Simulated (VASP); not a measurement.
# MoS2: single point with LDA

Slab: MoS2, a slab with vacuum.

```
Mo S
1.0
     3.14109    0.00000    0.00000
    -1.57055    2.72027    0.00000
     0.00000    0.00000   17.10032
Mo S
1 2
Direct
  0.00000 0.00000 0.00000
  0.33333 0.66667 0.91051
  0.33333 0.66667 0.08949
```

* Program: VASP 6.6.1
* Task: single point
* Functional: LDA
* Potentials or basis: VASP PAW LDA potentials, release 64 (Mo_sv, S)
* Cutoff: 520 eV
* k mesh: 10 × 10 × 2
* Occupations: fermi-dirac, width 0.05 eV
* Spin: no spin polarisation
* Dipole correction: no
* Further INCAR settings: ALGO = Normal; EDIFF = 1e-07; NBANDS = 20

```yaml
Largest_force: 0.321 eV/Å
Band_gap_on_the_k_mesh: 1.85 eV, indirect (least direct gap 2.04 eV)
```

Forces on the atoms (eV/Å):
```
Mo   0.000  0.000  0.000
S    0.000  0.000 -0.321
S    0.000  0.000  0.321
```

Levels at points of the mesh, in eV from the valence-band top:
```
           k point  band 9  band 10  band 11  band 12  band 13  band 14  band 15  band 16  band 17  band 18
(0.00, 0.00, 0.00)   -2.80    -1.80    -1.60    -1.60     0.00     2.88     2.88     3.23     3.23     5.57
(0.50, 0.00, 0.00)   -4.23    -3.34    -1.85    -0.97    -0.65     2.35     2.89     3.99     4.59     6.17
(0.00, 0.00, 0.50)   -2.80    -1.80    -1.60    -1.60     0.00     2.88     2.88     3.23     3.23     5.67
(0.50, 0.00, 0.50)   -4.23    -3.34    -1.85    -0.97    -0.65     2.35     2.89     3.99     4.59     6.17
```

Run time: 79 s on 1 thread of Intel(R) Xeon(R) Platinum 8259CL CPU @ 2.50GHz (Skylake/Cascade Lake) (shared host), peak memory 0.24 GiB.
